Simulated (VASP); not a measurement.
# TaN in VASP: a series of runs

TaN is run at these levels: PBE; tasks: single point.

Program: VASP 6.6.1. These are calculated values, not measurements. Logs are shortened: lines on timing, memory, paths and dates and some standing lists are left out, and cuts for length are marked.

## Step 1: The cell of the first run

It takes space group Fm-3m (No. 225, cubic). Conventional cell: a = 4.358 Å, b = 4.358 Å, c = 4.358 Å, α = 90.00°, β = 90.00°, γ = 90.00°. Ta (site symmetry m-3m) has 6 N at 2.18 Å within 2.9 Å. Within 2.9 Å of N (site symmetry m-3m) lie 6 Ta at 2.18 Å.

## Step 2: Single point, PBE

INCAR reads:

```
SYSTEM = TaN
PREC     = Accurate       ! precision mode
ENCUT    = 520            ! plane-wave cutoff, eV
EDIFF    = 1E-6           ! SCF threshold, eV
ISMEAR   = -1             ! smearing method
SIGMA    = 0.1            ! smearing width, eV
LREAL    = .False.        ! projectors in reciprocal space
LASPH    = .True.         ! aspherical terms in the spheres
NELM     = 80             ! most SCF steps
ALGO     = Normal         ! electronic algorithm
ISIF     = 2              ! what is computed and relaxed
LWAVE    = .False.        ! write WAVECAR
LCHARG   = .True.         ! write CHGCAR
GGA      = PE             ! functional
LELF     = .True.         ! ELF
LVHAR    = .True.       
NBANDS   = 15             ! bands
```

KPOINTS reads:

```
regular mesh
0
Gamma
  14 14 14
  0 0 0
```

POSCAR reads:

```
TaN
1.0
    0.0000000000      2.1790000000      2.1790000000
    2.1790000000      0.0000000000      2.1790000000
    2.1790000000      2.1790000000      0.0000000000
Ta N
1 1
Direct
    0.5000000000      0.5000000000      0.5000000000
    0.0000000000      0.0000000000      0.0000000000
```

Potentials or basis: VASP PAW PBE potentials, release 64 (Ta_pv, N).

On the command line:

```bash
> cat potpaw_PBE.64/Ta_pv/POTCAR potpaw_PBE.64/N/POTCAR > POTCAR
> mpirun -np 1 vasp_std > vasp.out
```

OUTCAR:

```text
SYSTEM = TaN
   PREC = Accurate
   ENCUT = 520
   EDIFF = 1E-6
   ISMEAR = -1
   LREAL = .False.
   LASPH = .True.
   NELM = 80
   ISIF = 2
   GGA = PE

 ion  position               nearest neighbor table
   1  0.500  0.500  0.500-   2 2.18   2 2.18   2 2.18   2 2.18   2 2.18   2 2.18
   2  0.000  0.000  0.000-   1 2.18   1 2.18   1 2.18   1 2.18   1 2.18   1 2.18

  LATTYP: Found a face centered cubic cell.
 ALAT       =     4.3580000000

  Lattice vectors:

 A1 = (   0.0000000000,   2.1790000000,   2.1790000000)
 A2 = (   2.1790000000,   0.0000000000,   2.1790000000)
 A3 = (   2.1790000000,   2.1790000000,   0.0000000000)

Analysis of symmetry for initial positions (statically):
=====================================================================
 Subroutine PRICEL returns:
 Original cell was already a primitive cell.

 Routine SETGRP: Setting up the symmetry group for a
 face centered cubic supercell.

 Subroutine GETGRP returns: Found 48 space group operations
 (whereof 48 operations were pure point group operations)
 out of a pool of 48 trial point group operations.

The static configuration has the point symmetry O_h .

Analysis of symmetry for dynamics (positions and initial velocities):
=====================================================================
 Subroutine PRICEL returns:
 Original cell was already a primitive cell.

 Routine SETGRP: Setting up the symmetry group for a
 face centered cubic supercell.

 Subroutine GETGRP returns: Found 48 space group operations
 (whereof 48 operations were pure point group operations)
 out of a pool of 48 trial point group operations.

The dynamic configuration has the point symmetry O_h .

 Subroutine INISYM returns: Found 48 space group operations
 (whereof 48 operations are pure point group operations),
 and found     1 'primitive' translations

----------------------------------------------------------------------------------------

                                     Primitive cell

  volume of cell :      20.6920

  direct lattice vectors                    reciprocal lattice vectors
     0.000000000  2.179000000  2.179000000    -0.229463056  0.229463056  0.229463056
     2.179000000  0.000000000  2.179000000     0.229463056 -0.229463056  0.229463056
     2.179000000  2.179000000  0.000000000     0.229463056  0.229463056 -0.229463056

  length of vectors
     3.081571352  3.081571352  3.081571352     0.397441672  0.397441672  0.397441672

  position of ions in fractional coordinates (direct lattice)
     0.500000000  0.500000000  0.500000000
     0.000000000  0.000000000  0.000000000

  ion indices of the primitive-cell ions
   primitive index   ion index
                 1           1
                 2           2

----------------------------------------------------------------------------------------

 KPOINTS: regular mesh

Automatic generation of k-mesh.
 Grid dimensions read from file:
 generate k-points for:   14   14   14

 Generating k-lattice:

  Cartesian coordinates                     Fractional coordinates (reciprocal lattice)
    -0.016390218  0.016390218  0.016390218     0.071428571  0.000000000  0.000000000
     0.016390218 -0.016390218  0.016390218     0.000000000  0.071428571  0.000000000
     0.016390218  0.016390218 -0.016390218     0.000000000  0.000000000  0.071428571

  Length of vectors
     0.028388691  0.028388691  0.028388691

  Shift w.r.t. Gamma in fractional coordinates (k-lattice)
     0.000000000  0.000000000  0.000000000

 Subroutine IBZKPT returns following result:
 ===========================================

 Found    104 irreducible k-points:

 Following reciprocal coordinates:
            Coordinates               Weight
  0.000000  0.000000  0.000000      1.000000
  0.071429  0.000000  0.000000      8.000000
  0.142857  0.000000  0.000000      8.000000
  0.214286  0.000000  0.000000      8.000000
  0.285714  0.000000  0.000000      8.000000
  0.357143  0.000000  0.000000      8.000000
[... 16 lines left out ...]
  0.214286  0.142857  0.000000     24.000000
  0.285714  0.142857  0.000000     24.000000
 [... further k-points ...]
   k-points           NKPTS =    104   k-points in BZ     NKDIM =    104   number of bands    NBANDS=     15
   number of dos      NEDOS =    301   number of ions     NIONS =      2
   total plane-waves  NPLWV =  13824
   dimension x,y,z NGX =    24 NGY =   24 NGZ =   24
   dimension x,y,z NGXF=    48 NGYF=   48 NGZF=   48
   ions per type =               1   1
   NGX,Y,Z   is equivalent  to a cutoff of  12.95, 12.95, 12.95 a.u.
   NGXF,Y,Z  is equivalent  to a cutoff of  25.90, 25.90, 25.90 a.u.
 SYSTEM =  TaN
   PREC   = accura    normal or accurate (medium, high low for compatibility)
   ISTART =      0    job   : 0-new  1-cont  2-samecut
   ICHARG =      2    charge: 1-file 2-atom 10-const
   ISPIN  =      1    spin polarized calculation?
   LNONCOLLINEAR =      F non collinear calculations
   LSORBIT =      F    spin-orbit coupling
   LASPH  =      T    aspherical Exc in radial PAW
   ENCUT  =  520.0 eV  38.22 Ry    6.18 a.u.   5.73  5.73  5.73*2*pi/ulx,y,z
   NELM   =     80;   NELMIN=  2; NELMDL= -5     # of ELM steps
   EDIFF  = 0.1E-05   stopping-criterion for ELM
   LREAL  =      F    real-space projection
   EDIFFG = 0.1E-04   stopping-criterion for IOM
   NSW    =      0    number of steps for IOM
   IBRION =     -1    ionic relax: 0-MD 1-quasi-New 2-CG
   NFREE  =      0    steps in history (QN), initial steepest desc. (CG)
   ISIF   =      2    stress and relaxation
   ISYM   =      2    0-nonsym 1-usesym 2-fastsym
   POTIM  = 0.5000    time-step for ionic-motion
   TEBEG  =    0.0;   TEEND  =   0.0 temperature during run
   PSTRESS=    0.0 pullay stress
   NELECT =      16.0000    total number of electrons
   NUPDOWN=      -1.0000    fix difference up-down
   EMIN   =  10.00;   EMAX   =-10.00  energy-range for DOS
   EFERMI =   0.00;   METHOD = LEGACY
   ISMEAR =    -1;   SIGMA  =   0.10  broadening in eV -4-tet -1-fermi 0-gaus
   EFERMI_NEDOS =   21; number of points for ismear=-14 and -15
   IALGO  =     38    algorithm
   IMIX   =      4    mixing-type and parameters
     AMIX     =   0.40;   BMIX     =  1.00
     AMIX_MAG =   1.60;   BMIX_MAG =  1.00
  volume/ion in A,a.u.               =      10.35        69.82
  Fermi-wavevector in a.u.,A,eV,Ry     =   1.502615  2.839530 30.719922  2.257851
  Thomas-Fermi vector in A             =   2.613832
   LORBIT       =      0    0 simple, 1 ext, 2 COOP (PROOUT), +10 PAW based schemes
   GGA     = PE    functional components
   LHFCALC =     F    Hartree Fock is set to
   AEXX    =    0.0000 exact exchange contribution
   IVDW    =     0    specifies the selected vdW correction
   LEPSILON=     F    determine dielectric tensor
   LRPA    =     F    only Hartree local field effects (RPA)
 non-spin polarized calculation
  energy-cutoff  :      520.00
  volume of cell :       20.69
 maximum number of plane-waves:       568
   NGX = 11   NGY = 11   NGZ = 11

 number of electron      16.0000000 magnetization

 Free energy of the ion-electron system (eV)
  ---------------------------------------------------
  ext. energy  EPLUGINS =         0.00000000
  ---------------------------------------------------
  free energy    TOTEN  =       -21.79562247 eV

  energy without entropy =      -21.76867194  energy(sigma->0) =      -21.78214720

 E-fermi :   9.8507     XC(G=0): -13.5895

 val. band max:        9.8108082120   @ k =  -0.2857   0.1429   0.0000
 cond. band min:       9.8944512025   @ k =   0.2857   0.0000   0.0000
 fundamental gap:      0.0836429905
 Fermi energy:         9.8506979210

 k-point     1 :       0.0000    0.0000    0.0000
  band No.  band energies     occupation
      1     -25.8654      2.00000
      2     -25.8654      2.00000
      3     -25.8654      2.00000
      4      -9.2308      2.00000
      5       5.9540      2.00000
      6       5.9540      2.00000
      7       5.9540      2.00000
      8       7.6764      2.00000
      9       7.6764      2.00000
     10       7.6764      2.00000
     11       9.9297      0.62444
     12       9.9297      0.62443
     13      11.6165      0.00000
     14      19.2744      0.00000
     15      22.2840      0.00000

 k-point     2 :       0.0714    0.0000    0.0000
  band No.  band energies     occupation
      1     -25.9163      2.00000
      2     -25.8700      2.00000
      3     -25.8700      2.00000
      4      -9.0999      2.00000
      5       5.3003      2.00000
      6       5.5084      2.00000
      7       5.5084      2.00000
      8       7.8838      2.00000
      9       7.8838      2.00000
     10       7.9647      2.00000
     11      10.4511      0.00492
     12      10.4511      0.00492
     13      11.9893      0.00000
     14      19.6720      0.00000
     15      22.2839      0.00000

 k-point     3 :       0.1429    0.0000    0.0000
  band No.  band energies     occupation
      1     -26.0564      2.00000
      2     -25.8826      2.00000
      3     -25.8826      2.00000
      4      -8.7268      2.00000
      5       4.0450      2.00000
      6       4.6471      2.00000
      7       4.6471      2.00000
      8       8.3597      2.00000
      9       8.3597      2.00000
     10       8.3629      2.00000
     11      11.6654      0.00000
     12      11.6654      0.00000
     13      12.9043      0.00000
     14      20.7447      0.00000
     15      22.2834      0.00000

 k-point     4 :       0.2143    0.0000    0.0000
  band No.  band energies     occupation
      1     -26.2523      2.00000
      2     -25.9008      2.00000
      3     -25.9008      2.00000
      4      -8.1643      2.00000
      5       2.6941      2.00000
      6       3.7863      2.00000
      7       3.7863      2.00000
      8       8.7967      1.99995
      9       9.0443      1.99937
     10       9.0443      1.99937
     11      13.1492      0.00000
     12      13.1492      0.00000
     13      13.9783      0.00000
     14      22.0459      0.00000
     15      22.2862      0.00000
[... 307 lines left out ...]
 k-point    22 :       0.1429    0.1429    0.0000
  band No.  band energies     occupation
      1     -26.0435      2.00000
      2     -25.9250      2.00000
      3     -25.9250      2.00000
      4      -8.6157      2.00000
      5       3.0983      2.00000
      6       5.1640      2.00000
      7       5.1640      2.00000
      8       6.7679      2.00000
      9       9.5100      1.93584
     10       9.5100      1.93584
     11      10.2726      0.02901
     12      11.4503      0.00000
     13      14.4875      0.00000
     14      21.2322      0.00000
     15      22.2832      0.00000

 k-point    23 :       0.2143    0.1429    0.0000
  band No.  band energies     occupation
      1     -26.1685      2.00000
      2     -25.9532      2.00000
      3     -25.9433      2.00000
      4      -8.2699      2.00000
      5       2.3340      2.00000
      6       4.5770      2.00000
      7       4.7726      2.00000
      8       6.7740      2.00000
      9      10.0276      0.29131
     10      10.1226      0.12369
     11      11.0357      0.00001
     12      12.0969      0.00000
     13      15.6963      0.00000
     14      22.2815      0.00000
     15      22.3296      0.00000

 k-point    24 :       0.2857    0.1429    0.0000
  band No.  band energies     occupation
      1     -26.3399      2.00000
      2     -25.9788      2.00000
      3     -25.9637      2.00000
      4      -7.7987      2.00000
      5       1.6291      2.00000
      6       3.6902      2.00000
      7       4.1377      2.00000
      8       7.1995      2.00000
      9      10.6662      0.00057
     10      10.7475      0.00025
     11      12.3127      0.00000
     12      13.1641      0.00000
     13      16.7441      0.00000
     14      22.2775      0.00000
     15      23.2060      0.00000

 [... further k-points ...]

------------------------ aborting loop because EDIFF is reached ----------------------------------------

  FORCE on cell =-STRESS in cart. coord.  units (eV):
  Direction    XX          YY          ZZ          XY          YZ          ZX
  --------------------------------------------------------------------------------------
  -------------------------------------------------------------------------------------
  Total        2.0223135      2.0223135      2.0223135      0.0000000      0.0000000      0.0000000
  in kB      156.5876012    156.5876012    156.5876012      0.0000000      0.0000000      0.0000000
  external PRESSURE =     156.5876012 kB  Pullay stress =       0.0000000 kB

 VOLUME and BASIS-vectors are now :
 -----------------------------------------------------------------------------
  energy-cutoff  :      520.00
  volume of cell :       20.69
      direct lattice vectors                 reciprocal lattice vectors
     0.000000000  2.179000000  2.179000000    -0.229463056  0.229463056  0.229463056
     2.179000000  0.000000000  2.179000000     0.229463056 -0.229463056  0.229463056
     2.179000000  2.179000000  0.000000000     0.229463056  0.229463056 -0.229463056

 POSITION                                       TOTAL-FORCE (eV/Angst)
 -----------------------------------------------------------------------------------
      2.17900      2.17900      2.17900        -0.000000      0.000000     -0.000000
      0.00000      0.00000      0.00000         0.000000     -0.000000      0.000000
 -----------------------------------------------------------------------------------
    total drift:                                0.000000     -0.000000     -0.000000

  FREE ENERGIE OF THE ION-ELECTRON SYSTEM (eV)
  ---------------------------------------------------
  free  energy   TOTEN  =       -21.7956224663 eV

  energy  without entropy=      -21.7686719358  energy(sigma->0) =      -21.78214720
```

Run time: 9.5 s. Hardware: 1 thread of Intel Xeon 6975P-C (Granite Rapids), shared host; peak memory 0.16 GiB.

What came out:

```yaml
Free_energy: -21.7956 eV
Pressure: 15.7 GPa
Band_gap_on_the_k_mesh: zero (band 8 reaches 11.85 eV, above the bottom of band 9 at 7.68 eV)
```

Levels at points of the mesh, in eV from the Fermi level:
| k point | band 5 | band 6 | band 7 | band 8 | band 9 | band 10 | band 11 | band 12 |
| --- | --- | --- | --- | --- | --- | --- | --- | --- |
| (0.00, 0.00, 0.00) | -3.90 | -3.90 | -3.90 | -2.17 | -2.17 | -2.17 | 0.08 | 0.08 |
| (0.50, 0.00, 0.00) | -10.59 | -7.77 | -7.77 | 2.00 | 2.00 | 2.09 | 3.92 | 7.83 |
| (0.50, 0.50, 0.00) | -6.69 | -5.65 | -4.70 | -4.70 | 2.22 | 3.71 | 3.71 | 4.84 |

Caveat: spin-orbit coupling is left out, which moves the levels of the heavy elements.

## Step 3: Single point, PBE

INCAR reads:

```
ALGO = Normal
EDIFF = 1E-6
ENCUT = 520
GGA = PE
ISIF = 2
ISMEAR = -1
LASPH = True
LCHARG = False
LREAL = False
LWAVE = False
NBANDS = 15
NELM = 60
PREC = Accurate
SIGMA = 0.1
```

KPOINTS reads:

```
k-points
0
Gamma
  14 14 14
```

POSCAR reads:

```
TaN
1.0
   -0.0653700000      2.1463150000      2.1463150000
    2.1463150000     -0.0653700000      2.1463150000
    2.1463150000      2.1463150000     -0.0653700000
Ta N
1 1
Direct
    0.5000000000      0.5000000000      0.5000000000
    0.0000000000      0.0000000000      0.0000000000
```

Potentials or basis: VASP PAW PBE potentials, release 64 (Ta_pv, N).

On the command line:

```bash
> cat potpaw_PBE.64/Ta_pv/POTCAR potpaw_PBE.64/N/POTCAR > POTCAR
> mpirun -np 1 vasp_std > vasp.out
```

OUTCAR:

```text
EDIFF = 1E-6
   ENCUT = 520
   GGA = PE
   ISIF = 2
   ISMEAR = -1
   LASPH = True
   LREAL = False
   NELM = 60
   PREC = Accurate

 ion  position               nearest neighbor table
   1  0.500  0.500  0.500-   2 2.18   2 2.18   2 2.18   2 2.18   2 2.18   2 2.18
   2  0.000  0.000  0.000-   1 2.18   1 2.18   1 2.18   1 2.18   1 2.18   1 2.18

  LATTYP: Found a trigonal (rhomboedric) cell.
 ALAT       =     3.0360516128
 COS(alpha) =     0.4693254694

[... 619 lines left out ...]

------------------------ aborting loop because EDIFF is reached ----------------------------------------

  FORCE on cell =-STRESS in cart. coord.  units (eV):
  Direction    XX          YY          ZZ          XY          YZ          ZX
  --------------------------------------------------------------------------------------
  -------------------------------------------------------------------------------------
  Total        2.0664413      2.0664413      2.0664413      0.2628081      0.2628081      0.2628081
  in kB      160.1135740    160.1135740    160.1135740     20.3630934     20.3630934     20.3630934
  external PRESSURE =     160.1135740 kB  Pullay stress =       0.0000000 kB

 VOLUME and BASIS-vectors are now :
 -----------------------------------------------------------------------------
  energy-cutoff  :      520.00
  volume of cell :       20.68
      direct lattice vectors                 reciprocal lattice vectors
    -0.065370000  2.146315000  2.146315000    -0.222576018  0.229567935  0.229567935
     2.146315000 -0.065370000  2.146315000     0.229567935 -0.222576018  0.229567935
     2.146315000  2.146315000 -0.065370000     0.229567935  0.229567935 -0.222576018

 POSITION                                       TOTAL-FORCE (eV/Angst)
 -----------------------------------------------------------------------------------
      2.11363      2.11363      2.11363         0.000000      0.000000     -0.000000
      0.00000      0.00000      0.00000        -0.000000      0.000000      0.000000
 -----------------------------------------------------------------------------------
    total drift:                                0.000000     -0.000000     -0.000000

  FREE ENERGIE OF THE ION-ELECTRON SYSTEM (eV)
  ---------------------------------------------------
  free  energy   TOTEN  =       -21.7828257321 eV

  energy  without entropy=      -21.7555888278  energy(sigma->0) =      -21.76920728
```

OSZICAR:

```text
N       E                     dE             d eps       ncg     rms          rms(c)
DAV:   1     0.897848521845E+02    0.89785E+02   -0.88221E+03  8655   0.114E+03
DAV:   2    -0.220028309671E+02   -0.11179E+03   -0.10514E+03 10656   0.304E+02
DAV:   3    -0.248001963147E+02   -0.27974E+01   -0.27787E+01  9711   0.449E+01
DAV:   4    -0.248108805971E+02   -0.10684E-01   -0.10681E-01 11199   0.298E+00
DAV:   5    -0.248109465044E+02   -0.65907E-04   -0.65907E-04  9900   0.209E-01    0.256E+01
DAV:   6    -0.218583493118E+02    0.29526E+01   -0.54409E+00 10500   0.265E+01    0.107E+01
DAV:   7    -0.218154196840E+02    0.42930E-01   -0.58580E-01  9928   0.606E+00    0.734E+00
DAV:   8    -0.217903902293E+02    0.25029E-01   -0.13750E-01 10271   0.313E+00    0.180E+00
DAV:   9    -0.217829008799E+02    0.74893E-02   -0.20042E-02  9858   0.116E+00    0.297E-01
DAV:  10    -0.217828787948E+02    0.22085E-04   -0.14377E-03 10292   0.411E-01    0.576E-02
DAV:  11    -0.217828276393E+02    0.51156E-04   -0.11209E-04  9649   0.122E-01    0.262E-02
DAV:  12    -0.217828261755E+02    0.14637E-05   -0.10189E-05 10215   0.307E-02    0.395E-03
DAV:  13    -0.217828257321E+02    0.44343E-06   -0.37684E-07  6028   0.536E-03
   1 F= -.21782826E+02 E0= -.21769207E+02  d E =-.272369E-01
```

stdout:

```text
POSCAR found type information on POSCAR TaN
 POSCAR found :  2 types and       2 ions
 scaLAPACK will be used
 LDA part: xc-table for (Slater+PW92), standard interpolation
 POSCAR, INCAR and KPOINTS ok, starting setup
 FFT: planning ... GRIDC
 FFT: planning ... GRID_SOFT
 FFT: planning ... GRID
 WAVECAR not read
 entering main loop
```

It took 27 s on 1 thread of Intel Xeon 6975P-C (Granite Rapids), shared host; peak memory 0.21 GiB.

What came out:

```
Free energy            : -21.7828 eV
Pressure               : 16.0 GPa
Band gap on the k mesh : zero (band 8 reaches 12.14 eV, above the bottom of band 9 at 7.42 eV)
```

Caveat: spin-orbit coupling is left out, which moves the levels of the heavy elements.

[end of part 1 of 2]
